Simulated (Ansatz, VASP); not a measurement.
# One calculation of BN, two programs

The input INCAR:

```
SYSTEM = BN
PREC     = Accurate       ! precision mode
ENCUT    = 520            ! plane-wave cutoff, eV
EDIFF    = 1E-6           ! SCF threshold, eV
ISMEAR   = 0              ! smearing method
SIGMA    = 0.05           ! smearing width, eV
LREAL    = .FALSE.        ! projectors in reciprocal space
LASPH    = .TRUE.         ! aspherical terms in the spheres
NELM     = 60             ! most SCF steps
ALGO     = Normal         ! electronic algorithm
ISIF     = 2              ! what is computed and relaxed
LWAVE    = .FALSE.        ! write WAVECAR
LCHARG   = .FALSE.        ! write CHGCAR
GGA      = PS             ! functional
NBANDS   = 16             ! bands
```

KPOINTS

```
Automatic mesh
0
G
  12 12 4
  0 0 0
```

POSCAR

```
BN
1.0
    2.3632967497      0.0000000000      0.0000000000
   -1.1816483749      2.0466750219      0.0000000000
    0.0000000000      0.0000000000      7.1376288434
B N
2 2
Direct
    0.3333333333      0.6666666667      0.2500000000
    0.6666666667      0.3333333333      0.7500000000
    0.3333333333      0.6666666667      0.7500000000
    0.6666666667      0.3333333333      0.2500000000
```

Input for Ansatz:

```yaml
crystal:
  lattice:
    - [2.3632967497, 0.0, 0.0]
    - [-1.1816483749, 2.0466750219, 0.0]
    - [0.0, 0.0, 7.1376288434]
  atoms:
    - { symbol: B, position: [0.3333333333, 0.6666666667, 0.25] }
    - { symbol: B, position: [0.6666666667, 0.3333333333, 0.75] }
    - { symbol: "N", position: [0.3333333333, 0.6666666667, 0.75] }
    - { symbol: "N", position: [0.6666666667, 0.3333333333, 0.25] }
basis:
  ecutwfc: 520.0
kpoints:
  mp_grid: { grid: [12, 12, 4] }
hamiltonian:
  xc: pbesol
  pseudopotentials: { kind: paw, azcp: { folder: soft_1 } }
scf:
  occupations: { method: gaussian, width: 0.05 }
output:
  forces: true
  stress: true
  eigenvalues: true
```

Alike in both runs: task single point; functional PBEsol; k mesh 12 × 12 × 4; occupations gaussian, width 0.05 eV; no spin polarisation.

|  | VASP | Ansatz |
| --- | --- | --- |
| version | VASP 6.6.1 | Ansatz 0.2.0 |
| potentials or method | VASP PAW PBE potentials, release 64 (B, N), cutoff 520 eV | scalar-relativistic, plane waves, PAW |
| valence electrons in the cell | 16 | 16 |

VASP gave:

- gap on the k mesh at the Fermi level (eV): 4.52
- least direct gap on the mesh (eV): 5.03

Problem. What did Ansatz give for the same quantities?

Solution. gap on the k mesh at the Fermi level (eV): 4.53; least direct gap on the mesh (eV): 5.03.

VASP's potentials were made for PBE, not for PBEsol, and Ansatz warns of the same on its side. The functional is the same, so the differences come from potentials, cutoffs and numerics.
